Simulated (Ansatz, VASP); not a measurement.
Ta2H in VASP and in Ansatz

```
Ta H
1.0
     3.54760    0.00000    0.00000
     0.00000    3.54760    0.00000
     0.00000    0.00000    3.59654
Ta H
2 1
Direct
  0.50000 0.00000 0.74141
  0.00000 0.50000 0.25859
  0.00000 0.00000 0.00000
```

Change from the starting cell: equal strain along all axes, cell held, atoms relaxed: +6.0 %.

Alike in both runs: functional PBEsol; k mesh 12 × 12 × 12; occupations gaussian, width 0.1 eV; no spin polarisation.

Ansatz relaxed the structure, and its values are those at the end. VASP's run is a single point on that final structure, the one shown.

|  | VASP | Ansatz |
| --- | --- | --- |
| version | VASP 6.6.1 | Ansatz 0.2.0 |
| potentials or method | VASP PAW PBE potentials, release 64 (Ta_pv, H), cutoff 520 eV | scalar-relativistic, plane waves, PAW |
| valence electrons in the cell | 23 | 27 |

|  | VASP | Ansatz | Ansatz less VASP |
| --- | --- | --- | --- |
| gap on the k mesh at the Fermi level (eV) | none | none | - |
| pressure (GPa) | -26.7 | -26.7 | 0.00 |
| rms of the force components (eV/Å) | 0.004 | 0.000 | -0.0043 |

VASP's potentials were made for PBE, not for PBEsol. A gap of «none» marks a metal or a gap that the smearing closes. VASP's potentials hold 23 valence electrons a cell and Ansatz's 27, so a difference there can come from the potentials and not from the codes. Ansatz's warnings: stress scf threshold loose.

Spin-orbit coupling is off throughout.
